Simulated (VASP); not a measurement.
Wanted: the native input for a VASP 6.6.1 run.

```
Task                   : single point
Functional             : PBEsol
Potentials or basis    : VASP PAW PBE potentials, release 64 (Te, Mo_sv)
Cutoff                 : 520 eV
k mesh                 : 12 × 12 × 2
Occupations            : gaussian, width 0.02 eV
Spin                   : no spin polarisation
Dipole correction      : no
Further INCAR settings : ALGO = Normal; EDIFF = 1e-07; NBANDS = 35
```

The structure of Te2Mo lies in POSCAR:

```
Te2Mo
1.0
    3.4941841252      0.0000000000      0.0000000000
   -1.7470920626      3.0260522179      0.0000000000
    0.0000000000      0.0000000000     14.2857404167
Te Mo
4 2
Direct
    0.3333333333      0.6666666667      0.6235031704
    0.6666666667      0.3333333333      0.1235031704
    0.6666666667      0.3333333333      0.3764968296
    0.3333333333      0.6666666667      0.8764968296
    0.3333333333      0.6666666667      0.2500000000
    0.6666666667      0.3333333333      0.7500000000
```

These files were run (other wordings do the same):

INCAR

```
SYSTEM = Te2Mo
PREC = Accurate ; ENCUT = 520
EDIFF = 1E-7 ; ISMEAR = 0
SIGMA = 0.02 ; LREAL = .False.
LASPH = .True. ; NELM = 60
ALGO = Normal ; ISIF = 2
LWAVE = .False. ; LCHARG = .False.
GGA = PS ; NBANDS = 35
```

KPOINTS

```
regular mesh
0
Gamma
  12 12 2
  0 0 0
```

Potentials or basis: VASP PAW PBE potentials, release 64 (Te, Mo_sv).

Command:

```console
$ cat potpaw_PBE.64/Te/POTCAR potpaw_PBE.64/Mo_sv/POTCAR > POTCAR
$ mpirun -np 1 vasp_std > vasp.out
```

Results of the run:

* Pressure: -0.2 GPa
* Largest force: 0.029 eV/Å
* Band gap on the k mesh: 0.84 eV, indirect (least direct gap 1.10 eV)

Caveat: the PAW data sets were made with another functional, which shifts forces and pressure a little; spin-orbit coupling is left out, which moves the levels of the heavy elements; this functional lacks dispersion, which binds the layers, so the pressure and a relaxed spacing across them are unreliable.

It took 110 s on 1 thread of Intel(R) Xeon(R) 6975P-C (Granite Rapids), with other jobs on the host, peak memory 0.37 GiB.
